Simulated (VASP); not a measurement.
Write the native input for VASP 6.6.1 that does the following.

| Item | Value |
| --- | --- |
| Task | single point |
| Functional | PBE |
| Potentials or basis | VASP PAW PBE potentials, release 64 (Be, C) |
| Cutoff | 520 eV |
| k mesh | 4 × 4 × 3 |
| Occupations | gaussian, width 0.1 eV |
| Spin | no spin polarisation |
| Dipole correction | no |
| Further INCAR settings | LREAL = Auto; ALGO = Normal; EDIFF = 1e-06; NBANDS = 32 |

The structure of Be16C (a cell with a defect) lies in POSCAR:

```
Be16C
1.0
   -2.2900000000     -3.9663960000      0.0000000000
    3.4350000000     -1.9831980000      0.0000000000
    0.0000000000      0.0000000000      7.1768600000
Be C
16 1
Direct
    0.7499791899      0.4975702146      0.0154298136
    0.4954845261      0.3407323603      0.2562585466
    0.7503256374      0.5018434169      0.4930706333
    0.4811474269      0.3236680172      0.7424348450
    0.4808478578      0.0096729618      0.0076292579
    0.2503273759      0.8387089783      0.2557952932
    0.4954217616     -0.0073071023      0.4934193400
    0.2503437223      0.7993085339      0.7418805686
    0.2504108789      0.5340888213      0.0082770372
    0.0050020646      0.3408626066      0.2562701974
    0.2503294088      0.4946319729      0.4941894889
    0.0198877549      0.3244427562      0.7421686756
    0.0202346798      0.0090153629      0.0079056273
    0.7503134373      0.8310512495      0.2563036177
    0.0050095040     -0.0074218453      0.4934113768
    0.7498837853      0.8329824120      0.7331912259
    0.7509920687      0.1647198234      0.8745703851
```

The input as run:

INCAR

```
ALGO = Normal
EDIFF = 1E-6
ENCUT = 520
GGA = PE
ISIF = 2
ISMEAR = 0
LASPH = T
LCHARG = F
LREAL = Auto
LWAVE = F
NBANDS = 32
NELM = 80
PREC = Accurate
SIGMA = 0.1
```

KPOINTS

```
k-points
0
Gamma
  4 4 3
```

Potentials or basis: VASP PAW PBE potentials, release 64 (Be, C).

Run with:

```bash
$ cat potpaw_PBE.64/Be/POTCAR potpaw_PBE.64/C/POTCAR > POTCAR
$ mpirun -np 1 vasp_std > vasp.out
```

Results of the run:

- Pressure: 9.5 GPa
- Largest force: 0.028 eV/Å
- Band gap on the k mesh: zero (bands 18 and 19 overlap by 1.40 eV)

Caveat: the k points lie up to 0.40 Å⁻¹ apart, too coarse for converged energies and pressures of a metal.

It took 74 s on 1 thread of AMD EPYC 9R45 96-Core Processor (Zen 5), on a shared host, peak memory 0.23 GiB.
